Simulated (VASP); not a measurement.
A run of VASP 6.6.1:

The input POSCAR:

```
TlBr
1.0
    3.8402443642      0.0000000000      0.0000000000
    0.0000000000      3.8402443642      0.0000000000
    0.0000000000      0.0000000000      3.8402443642
Tl Br
1 1
Direct
    0.0000000000      0.0000000000      0.0000000000
    0.5000000000      0.5000000000      0.5000000000
```

INCAR.step1

```
SYSTEM = TlBr
  PREC = Accurate
  ENCUT = 550
  ISMEAR = 0
  SIGMA = 0.01
  LREAL = .FALSE.
  LASPH = .TRUE.
  NELM = 120
  NBANDS = 17
  GGA = PE
  ALGO = Normal
  EDIFF = 1E-5
  LWAVE = .TRUE.
  LCHARG = .FALSE.
  GGA_COMPAT = .FALSE.
```

File INCAR.step2:

```
SYSTEM = TlBr
  PREC = Accurate
  ENCUT = 550
  EDIFF = 1E-6
  ISMEAR = 0
  SIGMA = 0.01
  LREAL = .FALSE.
  LASPH = .TRUE.
  NELM = 120
  ALGO = Normal
  ISIF = 2
  LWAVE = .FALSE.
  LCHARG = .FALSE.
  METAGGA = R2SCAN
  LMIXTAU = .TRUE.
  NBANDS = 17
  ISTART = 1
  GGA_COMPAT = .FALSE.
```

KPOINTS

```
regular mesh
0
G
  6 6 6
  0 0 0
```

Potentials or basis: VASP PAW PBE potentials, release 64 (Tl_d, Br).

Command:

```sh
$ cat potpaw_PBE.64/Tl_d/POTCAR potpaw_PBE.64/Br/POTCAR > POTCAR
$ cp INCAR.step1 INCAR
$ mpirun -np 1 vasp_std > vasp.out
$ cp INCAR.step2 INCAR
$ mpirun -np 1 vasp_std > vasp.out
```

Hardware: 1 thread of Intel(R) Xeon(R) 6975P-C (Granite Rapids) (shared host).

Task: Estimate the wall time of this run.

Result: It took 52 s on 1 thread of Intel(R) Xeon(R) 6975P-C (Granite Rapids), on a shared host, peak memory 0.18 GiB. Counts: k points 20.
